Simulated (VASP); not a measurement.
# CdS (P-1) in VASP: single point with PBEsol

Aim: the single point of CdS with PBEsol.

Everything below comes from runs of VASP 6.6.1. Logs are shortened: lines on timing, memory, paths and dates and some standing lists are left out, and cuts for length are marked.

## Step 1: The cell of the first run

The typed cell holds 2 atoms: a = 3.982 Å, b = 3.863 Å, c = 3.908 Å, α = 60.44°, β = 57.67°, γ = 59.64°.

## Step 2: Single point, PBEsol

The input, INCAR:

```
SYSTEM = CdS
PREC = Accurate
ENCUT = 520
EDIFF = 1E-6
ISMEAR = -1
SIGMA = 0.15
LREAL = .FALSE.
LASPH = .TRUE.
NELM = 60
ALGO = Normal
ISIF = 2
LWAVE = .FALSE.
LCHARG = .FALSE.
GGA = PS
NBANDS = 16
```

The input, KPOINTS:

```
Automatic mesh
0
G
  6 6 7
  0 0 0
```

The input, POSCAR:

```
CdS
1.0
    0.0221870000      2.8643660000      2.7663390000
    2.7015010000      0.0267100000      2.7618160000
    2.6831910000      2.8415320000      0.0450210000
Cd S
1 1
Direct
    0.0000000000      0.0000000000      0.0000000000
    0.5000000000      0.5000000000      0.5000000000
```

Potentials or basis: VASP PAW PBE potentials, release 64 (Cd, S).

Launch:

```bash
> cat potpaw_PBE.64/Cd/POTCAR potpaw_PBE.64/S/POTCAR > POTCAR
> mpirun -np 1 vasp_std > vasp.out
```

OUTCAR:

```text
SYSTEM = CdS
   PREC = Accurate
   ENCUT = 520
   EDIFF = 1E-6
   ISMEAR = -1
   LREAL = .FALSE.
   LASPH = .TRUE.
   NELM = 60
   ISIF = 2
   GGA = PS

 ion  position               nearest neighbor table
   1  0.000  0.000  0.000-   2 2.68   2 2.68   2 2.74   2 2.74   2 2.84   2 2.84
   2  0.500  0.500  0.500-   1 2.68   1 2.68   1 2.74   1 2.74   1 2.84   1 2.84

  LATTYP: Found a triclinic cell.
 ALAT       =     3.9121008704
 B/A-ratio  =     0.9875707128
 C/A-ratio  =     0.9729257897
 COS(alpha) =     0.0222837318
 COS(beta)  =     0.4889308872
 COS(gamma) =     0.4947344001

  Lattice vectors:

 A1 = (   0.0183100000,  -2.8148220000,   2.7167950000)
 A2 = (   2.7015010000,   0.0267100000,   2.7618160000)
 A3 = (  -2.6610040000,   0.0228340000,   2.7213180000)

Analysis of symmetry for initial positions (statically):
=====================================================================
 Subroutine PRICEL returns:
 Original cell was already a primitive cell.

 Routine SETGRP: Setting up the symmetry group for a
 triclinic supercell.

 Subroutine GETGRP returns: Found  2 space group operations
 (whereof  2 operations were pure point group operations)
 out of a pool of  2 trial point group operations.

The static configuration has the point symmetry S_2 .

Analysis of symmetry for dynamics (positions and initial velocities):
=====================================================================
 Subroutine PRICEL returns:
 Original cell was already a primitive cell.

 Routine SETGRP: Setting up the symmetry group for a
 triclinic supercell.

 Subroutine GETGRP returns: Found  2 space group operations
 (whereof  2 operations were pure point group operations)
 out of a pool of  2 trial point group operations.

The dynamic configuration has the point symmetry S_2 .

 Subroutine INISYM returns: Found  2 space group operations
 (whereof  2 operations are pure point group operations),
 and found     1 'primitive' translations

----------------------------------------------------------------------------------------

                                     Primitive cell

  volume of cell :      41.7411

  direct lattice vectors                    reciprocal lattice vectors
     0.022187000  2.864366000  2.766339000    -0.187982124  0.174620471  0.182188018
     2.701501000  0.026710000  2.761816000     0.185229399 -0.177801062  0.182615953
     2.683191000  2.841532000  0.045021000     0.187751582  0.177570454 -0.185368610

  length of vectors
     3.982174821  3.863476245  3.908432543     0.314677711  0.315074172  0.318030571

  position of ions in fractional coordinates (direct lattice)
     0.000000000  0.000000000  0.000000000
     0.500000000  0.500000000  0.500000000

  ion indices of the primitive-cell ions
   primitive index   ion index
                 1           1
                 2           2

----------------------------------------------------------------------------------------

 KPOINTS: Automatic mesh

Automatic generation of k-mesh.
 Grid dimensions read from file:
 generate k-points for:    6    6    7

 Generating k-lattice:

  Cartesian coordinates                     Fractional coordinates (reciprocal lattice)
    -0.031330354  0.029103412  0.030364670     0.166666667  0.000000000  0.000000000
     0.030871566 -0.029633510  0.030435992     0.000000000  0.166666667 -0.000000000
     0.026821655  0.025367208 -0.026481230     0.000000000  0.000000000  0.142857143

  Length of vectors
     0.052446285  0.052512362  0.045432939

  Shift w.r.t. Gamma in fractional coordinates (k-lattice)
     0.000000000  0.000000000  0.000000000

 Subroutine IBZKPT returns following result:
 ===========================================

 Found    128 irreducible k-points:

 Following reciprocal coordinates:
            Coordinates               Weight
  0.000000  0.000000  0.000000      1.000000
  0.166667  0.000000  0.000000      2.000000
  0.333333  0.000000  0.000000      2.000000
  0.500000  0.000000  0.000000      1.000000
  0.000000  0.166667 -0.000000      2.000000
  0.166667  0.166667 -0.000000      2.000000
[... 16 lines left out ...]
  0.333333  0.000000  0.142857      2.000000
  0.500000  0.000000  0.142857      2.000000
 [... further k-points ...]
   k-points           NKPTS =    128   k-points in BZ     NKDIM =    128   number of bands    NBANDS=     16
   number of dos      NEDOS =    301   number of ions     NIONS =      2
   total plane-waves  NPLWV =  27000
   dimension x,y,z NGX =    30 NGY =   30 NGZ =   30
   dimension x,y,z NGXF=    60 NGYF=   60 NGZF=   60
   ions per type =               1   1
   NGX,Y,Z   is equivalent  to a cutoff of  12.52, 12.91, 12.76 a.u.
   NGXF,Y,Z  is equivalent  to a cutoff of  25.05, 25.82, 25.52 a.u.
 SYSTEM =  CdS
   PREC   = accura    normal or accurate (medium, high low for compatibility)
   ISTART =      0    job   : 0-new  1-cont  2-samecut
   ICHARG =      2    charge: 1-file 2-atom 10-const
   ISPIN  =      1    spin polarized calculation?
   LNONCOLLINEAR =      F non collinear calculations
   LSORBIT =      F    spin-orbit coupling
   LASPH  =      T    aspherical Exc in radial PAW
   ENCUT  =  520.0 eV  38.22 Ry    6.18 a.u.   7.40  7.18  7.27*2*pi/ulx,y,z
   NELM   =     60;   NELMIN=  2; NELMDL= -5     # of ELM steps
   EDIFF  = 0.1E-05   stopping-criterion for ELM
   LREAL  =      F    real-space projection
   EDIFFG = 0.1E-04   stopping-criterion for IOM
   NSW    =      0    number of steps for IOM
   IBRION =     -1    ionic relax: 0-MD 1-quasi-New 2-CG
   NFREE  =      0    steps in history (QN), initial steepest desc. (CG)
   ISIF   =      2    stress and relaxation
   ISYM   =      2    0-nonsym 1-usesym 2-fastsym
   POTIM  = 0.5000    time-step for ionic-motion
   TEBEG  =    0.0;   TEEND  =   0.0 temperature during run
   PSTRESS=    0.0 pullay stress
   NELECT =      18.0000    total number of electrons
   NUPDOWN=      -1.0000    fix difference up-down
   EMIN   =  10.00;   EMAX   =-10.00  energy-range for DOS
   EFERMI =   0.00;   METHOD = LEGACY
   ISMEAR =    -1;   SIGMA  =   0.15  broadening in eV -4-tet -1-fermi 0-gaus
   EFERMI_NEDOS =   21; number of points for ismear=-14 and -15
   IALGO  =     38    algorithm
   IMIX   =      4    mixing-type and parameters
     AMIX     =   0.40;   BMIX     =  1.00
     AMIX_MAG =   1.60;   BMIX_MAG =  1.00
  volume/ion in A,a.u.               =      20.87       140.84
  Fermi-wavevector in a.u.,A,eV,Ry     =   1.236833  2.337275 20.813580  1.529755
  Thomas-Fermi vector in A             =   2.371425
   LORBIT       =      0    0 simple, 1 ext, 2 COOP (PROOUT), +10 PAW based schemes
   GGA     = PS    functional components
   LHFCALC =     F    Hartree Fock is set to
   AEXX    =    0.0000 exact exchange contribution
   IVDW    =     0    specifies the selected vdW correction
   LEPSILON=     F    determine dielectric tensor
   LRPA    =     F    only Hartree local field effects (RPA)
 non-spin polarized calculation
  energy-cutoff  :      520.00
  volume of cell :       41.74
 maximum number of plane-waves:      1137
 NGX is ok and might be reduce to    30
   NGX = 15   NGY = 15   NGZ = 15

 number of electron      18.0000002 magnetization

 Free energy of the ion-electron system (eV)
  ---------------------------------------------------
  ext. energy  EPLUGINS =         0.00000000
  ---------------------------------------------------
  free energy    TOTEN  =        -6.60788054 eV

  energy without entropy =       -6.59172153  energy(sigma->0) =       -6.59980104

 E-fermi :   3.0141     XC(G=0): -10.5053

 val. band max:        2.9765806950   @ k =  -0.0000   0.5000   0.4286
 cond. band min:       3.2562076380   @ k =   0.5000  -0.0000   0.4286
 fundamental gap:      0.2796269430
 Fermi energy:         3.0140512686

 k-point     1 :       0.0000    0.0000    0.0000
  band No.  band energies     occupation
      1     -10.0963      2.00000
      2      -4.9805      2.00000
      3      -4.9455      2.00000
      4      -4.9307      2.00000
      5      -4.9263      2.00000
      6      -4.8975      2.00000
[... 8 lines left out ...]
     15      13.7371      0.00000
     16      13.9193      0.00000

 k-point     2 :       0.1667    0.0000    0.0000
  band No.  band energies     occupation
      1      -9.8667      2.00000
      2      -5.0358      2.00000
      3      -4.9984      2.00000
      4      -4.9716      2.00000
      5      -4.8906      2.00000
      6      -4.8719      2.00000
[... 8 lines left out ...]
     15      12.8762      0.00000
     16      13.5382      0.00000

 k-point     3 :       0.3333    0.0000    0.0000
  band No.  band energies     occupation
      1      -9.3203      2.00000
      2      -5.2090      2.00000
      3      -5.1333      2.00000
      4      -5.0694      2.00000
      5      -4.7913      2.00000
      6      -4.7806      2.00000
[... 8 lines left out ...]
     15      14.0187      0.00000
     16      14.4615      0.00000

 k-point     4 :       0.5000    0.0000    0.0000
  band No.  band energies     occupation
      1      -8.9783      2.00000
      2      -5.2984      2.00000
      3      -5.2204      2.00000
      4      -5.1586      2.00000
      5      -4.7486      2.00000
      6      -4.7213      2.00000
[... 8 lines left out ...]
     15      15.1334      0.00000
     16      15.8570      0.00000
[... 324 lines left out ...]
 k-point    22 :       0.1667   -0.0000    0.1429
  band No.  band energies     occupation
      1      -9.8793      2.00000
      2      -5.0149      2.00000
      3      -4.9981      2.00000
      4      -4.9301      2.00000
      5      -4.8822      2.00000
      6      -4.8586      2.00000
[... 8 lines left out ...]
     15      15.1071      0.00000
     16      15.5036      0.00000

 k-point    23 :       0.3333    0.0000    0.1429
  band No.  band energies     occupation
      1      -9.4766      2.00000
      2      -5.0604      2.00000
      3      -5.0509      2.00000
      4      -5.0290      2.00000
      5      -4.8001      2.00000
      6      -4.7790      2.00000
[... 8 lines left out ...]
     15      14.8718      0.00000
     16      15.1769      0.00000

 k-point    24 :       0.5000    0.0000    0.1429
  band No.  band energies     occupation
      1      -9.0436      2.00000
      2      -5.2138      2.00000
      3      -5.1237      2.00000
      4      -5.0659      2.00000
      5      -4.7377      2.00000
      6      -4.7141      2.00000
[... 8 lines left out ...]
     15      15.4202      0.00000
     16      16.1747      0.00000

 [... further k-points ...]

------------------------ aborting loop because EDIFF is reached ----------------------------------------

  FORCE on cell =-STRESS in cart. coord.  units (eV):
  Direction    XX          YY          ZZ          XY          YZ          ZX
  --------------------------------------------------------------------------------------
  -------------------------------------------------------------------------------------
  Total       -0.5056300     -1.3865107     -0.9050111     -0.0155386     -0.1354884     -0.1372574
  in kB      -19.4079300    -53.2193555    -34.7376393     -0.5964275     -5.2005414     -5.2684433
  external PRESSURE =     -35.7883083 kB  Pullay stress =       0.0000000 kB

 VOLUME and BASIS-vectors are now :
 -----------------------------------------------------------------------------
  energy-cutoff  :      520.00
  volume of cell :       41.74
      direct lattice vectors                 reciprocal lattice vectors
     0.022187000  2.864366000  2.766339000    -0.187982124  0.174620471  0.182188018
     2.701501000  0.026710000  2.761816000     0.185229399 -0.177801062  0.182615953
     2.683191000  2.841532000  0.045021000     0.187751582  0.177570454 -0.185368610

 POSITION                                       TOTAL-FORCE (eV/Angst)
 -----------------------------------------------------------------------------------
      0.00000      0.00000      0.00000         0.000000      0.000000     -0.000000
      2.70344      2.86630      2.78659         0.000000     -0.000000      0.000000
 -----------------------------------------------------------------------------------
    total drift:                               -0.000000      0.000000      0.000000

  FREE ENERGIE OF THE ION-ELECTRON SYSTEM (eV)
  ---------------------------------------------------
  free  energy   TOTEN  =        -6.6078805397 eV

  energy  without entropy=       -6.5917215326  energy(sigma->0) =       -6.59980104
```

Run time: 2.2 min. Hardware: 1 thread of Intel Xeon 8259CL, shared host; peak memory 0.23 GiB.

Results:

* Free energy: -6.6079 eV
* Pressure: -3.6 GPa

Stress tensor (GPa, compression positive):
```
-1.94 -0.06 -0.53
-0.06 -5.32 -0.52
-0.53 -0.52 -3.47
```

Levels at points of the mesh, in eV from the Fermi level:
| k point | band 7 | band 8 | band 9 | band 10 | band 11 | band 12 |
| --- | --- | --- | --- | --- | --- | --- |
| (0.00, 0.00, 0.00) | -1.31 | -1.13 | -0.94 | 0.32 | 8.54 | 8.78 |
| (0.50, 0.00, 0.00) | -5.22 | -0.51 | -0.30 | 2.97 | 5.27 | 5.59 |
| (0.00, 0.50, 0.00) | -5.21 | -0.56 | -0.27 | 2.91 | 5.14 | 5.75 |
| (0.50, 0.50, 0.00) | -4.60 | -2.78 | -2.25 | -0.27 | 5.53 | 9.18 |

Caveat: the cell stands under tension; the PAW data sets were made with another functional, which shifts forces and pressure a little.
